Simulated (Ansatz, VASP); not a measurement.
BeS in VASP and in Ansatz

```
Be S
1.0
     0.00000    2.02252    2.02252
     2.02252    0.00000    2.02252
     2.02252    2.02252    0.00000
Be S
1 1
Direct
  0.00000 0.00000 0.00000
  0.50000 0.50000 0.50000
```

Alike in both runs: task single point; functional LDA; k mesh 17 × 17 × 17; occupations tetrahedron; no spin polarisation.

```csv
,VASP,Ansatz
version,VASP 6.6.1,Ansatz 0.2.0
potentials or method,"VASP PAW LDA potentials, release 64 (Be, S), cutoff 600 eV","all-electron LAPW, scalar-relativistic"
```

Ansatz gave:

- gap on the k mesh at the Fermi level (eV): 1.08

What did VASP give for the same quantities?

gap on the k mesh at the Fermi level (eV): 1.10.

LDA's correlation is that of Perdew and Zunger in VASP and of Perdew and Wang (1992) in Ansatz. Ansatz ran all-electron here, and VASP with PAW potentials. Ansatz's warnings: band table not solved further, tetrahedron derivatives may miss energy slope.
